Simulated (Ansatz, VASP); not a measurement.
## TiB2 in VASP and in Ansatz

```
Ti B
1.0
     2.96315    0.00000    0.00000
    -1.48157    2.56616    0.00000
     0.00000    0.00000    3.15852
Ti B
1 2
Direct
  0.00000 0.00000 0.00000
  0.33333 0.66667 0.50000
  0.66667 0.33333 0.50000
```

Alike in both runs: functional r2SCAN; k mesh 13 × 13 × 10; occupations fermi-dirac, width 0.1 eV; no spin polarisation.

Ansatz relaxed the structure, and its values are those at the end. VASP's run is a single point on that final structure, the one shown.

```csv
,VASP,Ansatz
version,VASP 6.6.1,Ansatz 0.2.0
potentials or method,"VASP PAW PBE potentials, release 64 (Ti_sv, B), cutoff 550 eV",PAW plane waves
valence electrons in the cell,18,18
```

VASP gave:

| Quantity | Value |
| --- | --- |
| pressure (GPa) | 19.2 |

Q: Which values does Ansatz return?

A: Pressure (GPa): 18.3.

VASP's potentials were made for PBE, not for r2SCAN. Ansatz's warnings: stress scf threshold loose.
